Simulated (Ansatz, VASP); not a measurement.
# H: VASP beside Ansatz

```
H
1.0
     1.64853   -2.73169    0.00000
     1.64853    2.73169    0.00000
     0.00000    0.00000    6.31377
H
4
Cartesian
  1.6485 -0.3705 6.3107
  1.6485 0.3705 0.0031
  1.6485 0.3705 3.1538
  1.6485 -0.3705 3.1599
```

Alike in both runs: task single point; functional r2SCAN; k mesh 12 × 12 × 6; occupations gaussian, width 0.02 eV; no spin polarisation.

|  | VASP | Ansatz |
| --- | --- | --- |
| version | VASP 6.6.1 | Ansatz 0.2.0 |
| potentials or method | VASP PAW PBE potentials, release 64 (H), cutoff 520 eV | scalar-relativistic, plane waves, PAW |
| valence electrons in the cell | 4 | 4 |

```tsv
	VASP	Ansatz	Ansatz less VASP
gap on the k mesh at the Fermi level (eV)	9.08	9.07	-0.018
least direct gap on the mesh (eV)	9.09	9.08	-0.017
pressure (GPa)	0.1	0.2	+0.17
rms of the force components (eV/Å)	0.006	0.003	-0.0029
```

VASP's potentials were made for PBE, not for r2SCAN. Atom by atom the forces differ by 0.003 eV/Å (rms over components). With one functional, cell and mesh, what is left measures potentials, basis and numerics.
